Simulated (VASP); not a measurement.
A run of VASP 6.6.1 is set up as follows.

File INCAR:

```
PREC = Accurate ; ENCUT = 520
EDIFF = 1E-6 ; ISMEAR = -1
SIGMA = 0.05 ; LREAL = Auto
LASPH = T ; NELM = 60
ALGO = Normal ; ISIF = 2
LWAVE = F ; LCHARG = F
GGA = PE ; NBANDS = 80
NELECT = 134.0
```

KPOINTS

```
Automatic mesh
0
Gamma
  1 1 1
```

Contents of POSCAR:

```
Ag7Br8
1.0
    0.0000000000      5.9000260000      5.9000260000
    5.9000260000      0.0000000000      5.9000260000
    5.9000260000      5.9000260000      0.0000000000
Ag Br
7 8
Direct
   -0.0158982350      0.0110507988      0.0462031862
   -0.0104491065      0.0635675165      0.5109214773
   -0.0084914880      0.5085231828      0.0453048851
   -0.0077457286      0.5136587534      0.5070147149
    0.4125236058     -0.0193897451      0.5637941257
    0.4887859816      0.4751080758     -0.0091779257
    0.4625827073      0.5032435450      0.4985655995
    0.2796089373      0.2341345614      0.2527446489
    0.1812788622      0.2084312849      0.8596657032
    0.3512950621      0.6543276250      0.2113634753
    0.1611348831      0.7782338586      0.7619966420
    0.7817168941      0.2940919243      0.2761259018
    0.6537428818      0.3996084085      0.6957257476
    0.7518356699      0.8038523898      0.2010584360
    0.7621746074      0.7972761476      0.6338361899
```

Potentials or basis: VASP PAW PBE potentials, release 64 (Ag, Br).

Run with:

```sh
$ cat potpaw_PBE.64/Ag/POTCAR potpaw_PBE.64/Br/POTCAR > POTCAR
$ mpirun -np 1 vasp_gam > vasp.out
```

Estimate the largest force.

2.337 eV/Å.

Forces in eV/Å, atoms in the order of the input:
```
Ag  -0.070 -0.188 -2.328
Ag  -0.062 -0.096 -0.355
Ag   0.012 -0.144  0.543
Ag  -0.750  0.173  0.126
Ag  -0.163  0.311  0.488
Ag   0.234  0.341  0.132
Ag   0.402 -0.774 -0.403
Br   0.349  0.827 -0.443
Br  -0.461 -0.201  1.754
Br   0.880 -0.516 -0.035
Br  -0.175 -0.403 -0.200
Br  -0.461  0.557 -0.553
Br  -0.774  0.647  0.204
Br   0.293 -0.123  0.794
Br   0.745 -0.411  0.275
```

Caveat: the k points lie up to 0.92 Å⁻¹ apart; the cell carries a net charge on a neutralising background, which shifts energy and pressure.
